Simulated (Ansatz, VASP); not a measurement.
## Si: VASP beside Ansatz

```
Si
1.0
     3.65480    0.00000    0.00000
     0.00000    5.08533    0.00000
     0.00000    0.00000    5.30540
Si
8
Direct
  0.76237 0.77456 0.15395
  0.23763 0.27456 0.34605
  0.26237 0.72544 0.84605
  0.73763 0.22544 0.65395
  0.98068 0.40107 0.99633
  0.01932 0.90107 0.50367
  0.48068 0.09893 0.00367
  0.51932 0.59893 0.49633
```

Alike in both runs: task relaxation of cell and atoms; functional PBE; k mesh 6 × 4 × 4; occupations gaussian, width 0.1 eV; no spin polarisation.

|  | VASP | Ansatz |
| --- | --- | --- |
| version | VASP 6.6.1 | Ansatz 0.2.0 |
| potentials or method | VASP PAW PBE potentials, release 64 (Si), cutoff 600 eV | scalar-relativistic, plane waves, PAW |
| valence electrons in the cell | 32 | 32 |

```csv
,VASP,Ansatz,Ansatz less VASP
"gap on the k mesh at the Fermi level, each at its own relaxed structure (eV)",0.59,0.59,-0.002
relaxed volume (Å³/atom),20.45,20.42,-0.030
relaxed length of the cell vector where the two differ most in proportion (Å),5.475,5.469,-0.0061
```

Noted on VASP's run: the volume moved by over 15 % at a fixed basis, so the end points are rough.
